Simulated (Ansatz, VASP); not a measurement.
**One calculation of Re, two programs**

The input INCAR:

```
ALGO = Normal
EDIFF = 1E-6
ENCUT = 600
GGA = PS
GGA_COMPAT = F
ISIF = 2
ISMEAR = 0
LASPH = T
LCHARG = T
LELF = T
LREAL = F
LVHAR = T
LWAVE = F
NBANDS = 22
NELM = 120
PREC = Accurate
SIGMA = 0.1
```

File KPOINTS:

```
k-points
0
Gamma
  14 16 4
```

POSCAR

```
Re
1.0
    2.8517027811      0.0178155348     -0.0313431692
   -1.4104226848      2.3732700232      0.0556568484
   -0.1012771157      0.1491893257      9.3663007356
Re
4
Direct
   -0.0009681070      0.0138244130     -0.0000212555
    0.3354104772      0.6625719390      0.2496923540
   -0.0075594634     -0.0158780396      0.5006488534
    0.6731170932      0.3394816876      0.7496800482
```

Input for Ansatz:

```yaml
crystal:
  lattice:
    - [2.8517027811, 0.0178155348, -0.0313431692]
    - [-1.4104226848, 2.3732700232, 0.0556568484]
    - [-0.1012771157, 0.1491893257, 9.3663007356]
  atoms:
    - { symbol: Re, position: [-0.000968107, 0.013824413, -2.12555e-05] }
    - { symbol: Re, position: [0.3354104772, 0.662571939, 0.249692354] }
    - { symbol: Re, position: [-0.0075594634, -0.0158780396, 0.5006488534] }
    - { symbol: Re, position: [0.6731170932, 0.3394816876, 0.7496800482] }
basis:
  ecutwfc: 420
kpoints:
  mp_grid: { grid: [14, 16, 4] }
hamiltonian:
  xc: pbesol
scf:
  occupations: { method: gaussian, width: 0.1 }
output:
  forces: true
  stress: true
  eigenvalues: true
```

Change from the starting cell: all atoms moved at random, cell strained at random.

Alike in both runs: task single point; functional PBEsol; k mesh 14 × 16 × 4; occupations gaussian, width 0.1 eV; no spin polarisation.

```csv
,VASP,Ansatz
version,VASP 6.6.1,Ansatz 0.2.0
potentials or method,"VASP PAW PBE potentials, release 64 (Re), cutoff 600 eV","scalar-relativistic, plane waves, PAW"
valence electrons in the cell,28,60
```

|  | VASP | Ansatz | Ansatz less VASP |
| --- | --- | --- | --- |
| gap on the k mesh at the Fermi level (eV) | none | none | - |
| pressure (GPa) | -27.9 | -27.5 | +0.46 |
| traceless stress, the component that is largest in VASP (GPa) | 10.10 | 10.18 | +0.076 |
| rms of the force components (eV/Å) | 0.098 | 0.100 | +0.0018 |

VASP's potentials were made for PBE, not for PBEsol. Atom by atom the forces differ by 0.002 eV/Å (rms over components). A gap of «none» marks a metal or a gap that the smearing closes. VASP's potentials hold 28 valence electrons a cell and Ansatz's 60, so a difference there can come from the potentials and not from the codes.

Spin-orbit coupling is off throughout.
